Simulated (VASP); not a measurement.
# WS2 in VASP: notebook, part 2 of 2

VASP 6.6.1. Earlier steps stand in the parts before.

### Step 3. Single point, r2SCAN

Input file POSCAR:

```
WS2
1.0
    3.1697138081      0.0000000000      0.0000000000
   -1.5848569041      2.7450526806      0.0000000000
    0.0000000000      0.0000000000     16.9263324119
W S
1 2
Direct
    0.3333333333      0.6666666667      0.0000000000
    0.6666666667      0.3333333333      0.9076849997
    0.6666666667      0.3333333333      0.0923150003
```

Input file INCAR.step1:

```
PREC = Accurate
ENCUT = 520
ISMEAR = 0
SIGMA = 0.01
LREAL = False
LASPH = True
NELM = 100
NBANDS = 20
GGA = PE
ALGO = Normal
EDIFF = 1E-4
LWAVE = True
LCHARG = False
```

Input file INCAR.step2:

```
PREC = Accurate
ENCUT = 520
EDIFF = 1E-7
ISMEAR = 0
SIGMA = 0.01
LREAL = False
LASPH = True
NELM = 100
ALGO = Normal
ISIF = 2
LWAVE = False
LCHARG = False
METAGGA = R2SCAN
LMIXTAU = True
NBANDS = 20
ISTART = 1
```

Input file KPOINTS:

```
Automatic mesh
0
Gamma
  12 12 2
```

Potentials or basis: VASP PAW PBE potentials, release 64 (W_sv, S).

Started as:

```bash
> cat potpaw_PBE.64/W_sv/POTCAR potpaw_PBE.64/S/POTCAR > POTCAR
> cp INCAR.step1 INCAR
> mpirun -np 1 vasp_std > vasp.out
> cp INCAR.step2 INCAR
> mpirun -np 1 vasp_std > vasp.out
```

OUTCAR:

```text
PREC = Accurate
   ENCUT = 520
   EDIFF = 1E-7
   ISMEAR = 0
   LREAL = False
   LASPH = True
   NELM = 100
   ISIF = 2
   METAGGA = R2SCAN
   ISTART = 1

 ion  position               nearest neighbor table
   1  0.333  0.667  0.000-   2 2.41   3 2.41   2 2.41   3 2.41   2 2.41   3 2.41
   2  0.667  0.333  0.908-   1 2.41   1 2.41   1 2.41
   3  0.667  0.333  0.092-   1 2.41   1 2.41   1 2.41

  LATTYP: Found a hexagonal cell.
 ALAT       =     3.1697138081
 C/A-ratio  =     5.3400191426

  Lattice vectors:

 A1 = (   3.1697138081,   0.0000000000,   0.0000000000)
 A2 = (  -1.5848569041,   2.7450526806,   0.0000000000)
 A3 = (   0.0000000000,   0.0000000000,  16.9263324119)

Analysis of symmetry for initial positions (statically):
=====================================================================
 Subroutine PRICEL returns:
 Original cell was already a primitive cell.

 Routine SETGRP: Setting up the symmetry group for a
 hexagonal supercell.

 Subroutine GETGRP returns: Found 12 space group operations
 (whereof 12 operations were pure point group operations)
 out of a pool of 24 trial point group operations.

The static configuration has the point symmetry D_3h.

Analysis of symmetry for dynamics (positions and initial velocities):
=====================================================================
 Subroutine PRICEL returns:
 Original cell was already a primitive cell.

 Routine SETGRP: Setting up the symmetry group for a
 hexagonal supercell.

 Subroutine GETGRP returns: Found 12 space group operations
 (whereof 12 operations were pure point group operations)
 out of a pool of 24 trial point group operations.

The dynamic configuration has the point symmetry D_3h.

 Subroutine INISYM returns: Found 12 space group operations
 (whereof 12 operations are pure point group operations),
 and found     1 'primitive' translations

----------------------------------------------------------------------------------------

                                     Primitive cell

  volume of cell :     147.2765

  direct lattice vectors                    reciprocal lattice vectors
     3.169713808  0.000000000  0.000000000     0.315485896  0.182145867  0.000000000
    -1.584856904  2.745052681  0.000000000     0.000000000  0.364291734  0.000000000
     0.000000000  0.000000000 16.926332412     0.000000000  0.000000000  0.059079544

  length of vectors
     3.169713808  3.169713808 16.926332412     0.364291734  0.364291734  0.059079544

  position of ions in fractional coordinates (direct lattice)
     0.333333333  0.666666667  0.000000000
     0.666666667  0.333333333  0.907685000
     0.666666667  0.333333333  0.092315000

  ion indices of the primitive-cell ions
   primitive index   ion index
                 1           1
                 2           2
                 3           3

----------------------------------------------------------------------------------------

 KPOINTS: Automatic mesh

Automatic generation of k-mesh.
 Grid dimensions read from file:
 generate k-points for:   12   12    2

 Generating k-lattice:

  Cartesian coordinates                     Fractional coordinates (reciprocal lattice)
     0.026290491  0.015178822  0.000000000     0.083333333 -0.000000000  0.000000000
     0.000000000  0.030357644  0.000000000     0.000000000  0.083333333  0.000000000
     0.000000000  0.000000000  0.029539772     0.000000000  0.000000000  0.500000000

  Length of vectors
     0.030357644  0.030357644  0.029539772

  Shift w.r.t. Gamma in fractional coordinates (k-lattice)
     0.000000000  0.000000000  0.000000000

 Subroutine IBZKPT returns following result:
 ===========================================

 Found     38 irreducible k-points:

 Following reciprocal coordinates:
            Coordinates               Weight
  0.000000  0.000000  0.000000      1.000000
  0.083333  0.000000  0.000000      6.000000
  0.166667  0.000000  0.000000      6.000000
  0.250000  0.000000  0.000000      6.000000
  0.333333  0.000000  0.000000      6.000000
  0.416667 -0.000000  0.000000      6.000000
[... 16 lines left out ...]
  0.250000  0.000000  0.500000      6.000000
  0.333333  0.000000  0.500000      6.000000
 [... further k-points ...]
   k-points           NKPTS =     38   k-points in BZ     NKDIM =     38   number of bands    NBANDS=     20
   number of dos      NEDOS =    301   number of ions     NIONS =      3
   total plane-waves  NPLWV =  72576
   dimension x,y,z NGX =    24 NGY =   24 NGZ =  126
   dimension x,y,z NGXF=    48 NGYF=   48 NGZF=  252
   ions per type =               1   2
   NGX,Y,Z   is equivalent  to a cutoff of  12.59, 12.59, 12.38 a.u.
   NGXF,Y,Z  is equivalent  to a cutoff of  25.18, 25.18, 24.75 a.u.
 SYSTEM =  unknown system
   PREC   = accura    normal or accurate (medium, high low for compatibility)
   ISTART =      1    job   : 0-new  1-cont  2-samecut
   ICHARG =      0    charge: 1-file 2-atom 10-const
   ISPIN  =      1    spin polarized calculation?
   LNONCOLLINEAR =      F non collinear calculations
   LSORBIT =      F    spin-orbit coupling
   LASPH  =      T    aspherical Exc in radial PAW
   ENCUT  =  520.0 eV  38.22 Ry    6.18 a.u.   5.89  5.89 31.47*2*pi/ulx,y,z
   NELM   =    100;   NELMIN=  2; NELMDL=  0     # of ELM steps
   EDIFF  = 0.1E-06   stopping-criterion for ELM
   LREAL  =      F    real-space projection
   EDIFFG = 0.1E-05   stopping-criterion for IOM
   NSW    =      0    number of steps for IOM
   IBRION =     -1    ionic relax: 0-MD 1-quasi-New 2-CG
   NFREE  =      0    steps in history (QN), initial steepest desc. (CG)
   ISIF   =      2    stress and relaxation
   ISYM   =      2    0-nonsym 1-usesym 2-fastsym
   POTIM  = 0.5000    time-step for ionic-motion
   TEBEG  =    0.0;   TEEND  =   0.0 temperature during run
   PSTRESS=    0.0 pullay stress
   NELECT =      26.0000    total number of electrons
   NUPDOWN=      -1.0000    fix difference up-down
   EMIN   =  10.00;   EMAX   =-10.00  energy-range for DOS
   EFERMI =   0.00;   METHOD = LEGACY
   ISMEAR =     0;   SIGMA  =   0.01  broadening in eV -4-tet -1-fermi 0-gaus
   EFERMI_NEDOS =   21; number of points for ismear=-14 and -15
   IALGO  =     38    algorithm
   IMIX   =      4    mixing-type and parameters
     AMIX     =   0.40;   BMIX     =  1.00
     AMIX_MAG =   1.60;   BMIX_MAG =  1.00
  volume/ion in A,a.u.               =      49.09       331.29
  Fermi-wavevector in a.u.,A,eV,Ry     =   0.918378  1.735483 11.475398  0.843418
  Thomas-Fermi vector in A             =   2.043453
   LORBIT       =      0    0 simple, 1 ext, 2 COOP (PROOUT), +10 PAW based schemes
   METAGGA = R2SCAN    functional components
   LHFCALC =     F    Hartree Fock is set to
   AEXX    =    0.0000 exact exchange contribution
   IVDW    =     0    specifies the selected vdW correction
   LEPSILON=     F    determine dielectric tensor
   LRPA    =     F    only Hartree local field effects (RPA)
 non-spin polarized calculation
 Gauss-broadening in eV      SIGMA  =   0.01
  energy-cutoff  :      520.00
  volume of cell :      147.28
 maximum number of plane-waves:      4000
 NGX is ok and might be reduce to    24
   NGX = 11   NGY = 11   NGZ = 63

 number of electron      25.9999998 magnetization

 Free energy of the ion-electron system (eV)
  ---------------------------------------------------
  ext. energy  EPLUGINS =         0.00000000
  ---------------------------------------------------
  free energy    TOTEN  =       -70.03895551 eV

  energy without entropy =      -70.03895551  energy(sigma->0) =      -70.03895551

 E-fermi :  -1.1519     XC(G=0):  -4.6206

 val. band max:       -1.3503866186   @ k =   0.3333   0.3333   0.5000
 cond. band min:       0.6271483044   @ k =   0.3333   0.3333   0.0000
 fundamental gap:      1.9775349230
 Fermi energy:        -1.1519423310

 k-point     1 :       0.0000    0.0000    0.0000
  band No.  band energies     occupation
      1     -77.2907      2.00000
      2     -40.8878      2.00000
      3     -40.7208      2.00000
      4     -40.7208      2.00000
      5     -16.8715      2.00000
      6     -15.1343      2.00000
[... 12 lines left out ...]
     19       4.7374      0.00000
     20       4.8030      0.00000
[... 507 lines left out ...]
 k-point    24 :       0.3333    0.0000    0.5000
  band No.  band energies     occupation
      1     -77.2756      2.00000
      2     -41.0005      2.00000
      3     -40.8349      2.00000
      4     -40.7864      2.00000
      5     -15.3186      2.00000
      6     -14.5902      2.00000
[... 12 lines left out ...]
     19       6.4483      0.00000
     20       6.6377      0.00000

 [... further k-points ...]
[... 5 lines left out ...]
  --------------------------------------------------------------------------------------
  -------------------------------------------------------------------------------------
  Total        0.4659542      0.4659542      0.0737354     -0.0000000      0.0000000     -0.0000000
  in kB        5.0689755      5.0689755      0.8021452     -0.0000000      0.0000000     -0.0000000
  external PRESSURE =       3.6466987 kB  Pullay stress =       0.0000000 kB

 VOLUME and BASIS-vectors are now :
 -----------------------------------------------------------------------------
  energy-cutoff  :      520.00
  volume of cell :      147.28
      direct lattice vectors                 reciprocal lattice vectors
     3.169713808  0.000000000  0.000000000     0.315485896  0.182145867  0.000000000
    -1.584856904  2.745052681  0.000000000     0.000000000  0.364291734  0.000000000
     0.000000000  0.000000000 16.926332412     0.000000000  0.000000000  0.059079544

 POSITION                                       TOTAL-FORCE (eV/Angst)
 -----------------------------------------------------------------------------------
     -0.00000      1.83004      0.00000         0.000000      0.000000     -0.000000
      1.58486      0.91502     15.36378        -0.000000      0.000000     -0.030676
      1.58486      0.91502      1.56255        -0.000000      0.000000      0.030676
 -----------------------------------------------------------------------------------
    total drift:                               -0.000001      0.000000      0.000000

  FREE ENERGIE OF THE ION-ELECTRON SYSTEM (eV)
  ---------------------------------------------------
  free  energy   TOTEN  =       -70.0389555067 eV

  energy  without entropy=      -70.0389555067  energy(sigma->0) =      -70.03895551
```

OUTCAR.step1:

```text
PREC = Accurate
   ENCUT = 520
   ISMEAR = 0
   LREAL = False
   LASPH = True
[... 778 lines left out ...]
     -0.00000      1.83004      0.00000         0.000000      0.000000      0.000000
      1.58486      0.91502     15.36378         0.000000     -0.000000     -0.296961
      1.58486      0.91502      1.56255        -0.000000     -0.000000      0.296961
 -----------------------------------------------------------------------------------
    total drift:                               -0.000000      0.000000     -0.000000

  FREE ENERGIE OF THE ION-ELECTRON SYSTEM (eV)
  ---------------------------------------------------
  free  energy   TOTEN  =       -23.6670483928 eV

  energy  without entropy=      -23.6670483928  energy(sigma->0) =      -23.66704839
```

OSZICAR.step1:

```text
N       E                     dE             d eps       ncg     rms          rms(c)
DAV:   1     0.174277787901E+03    0.17428E+03   -0.13775E+04  1824   0.108E+03
DAV:   2    -0.117312164067E+02   -0.18601E+03   -0.18116E+03  2004   0.255E+02
DAV:   3    -0.247960835444E+02   -0.13065E+02   -0.12960E+02  1980   0.655E+01
DAV:   4    -0.250396011166E+02   -0.24352E+00   -0.24322E+00  2028   0.999E+00
DAV:   5    -0.250453965277E+02   -0.57954E-02   -0.57951E-02  1968   0.156E+00    0.269E+01
DAV:   6    -0.238540813590E+02    0.11913E+01   -0.65432E+00  1736   0.170E+01    0.110E+01
DAV:   7    -0.237381997710E+02    0.11588E+00   -0.17007E+00  1732   0.713E+00    0.496E+00
DAV:   8    -0.236699241685E+02    0.68276E-01   -0.36705E-01  1860   0.396E+00    0.111E+00
DAV:   9    -0.236688610681E+02    0.10631E-02   -0.18886E-02  1988   0.866E-01    0.688E-01
DAV:  10    -0.236672627337E+02    0.15983E-02   -0.87925E-03  1892   0.631E-01    0.714E-02
DAV:  11    -0.236671021580E+02    0.16058E-03   -0.88171E-04  1804   0.198E-01    0.738E-02
DAV:  12    -0.236670483928E+02    0.53765E-04   -0.60216E-05  1232   0.494E-02
   1 F= -.23667048E+02 E0= -.23667048E+02  d E =-.524227-120
```

It took 16 min on 1 thread of AMD EPYC 7R13, shared host; peak memory 0.32 GiB.

Results:

```
Free energy            : -70.0390 eV
Largest force          : 0.031 eV/Å
Band gap on the k mesh : 1.98 eV, direct
```

Forces on the atoms (eV/Å):
```
W    0.000  0.000  0.000
S    0.000  0.000 -0.031
S    0.000  0.000  0.031
```

Caveat: the PAW data sets were made with another functional, which shifts forces and pressure a little; spin-orbit coupling is left out, which moves the levels of the heavy elements.
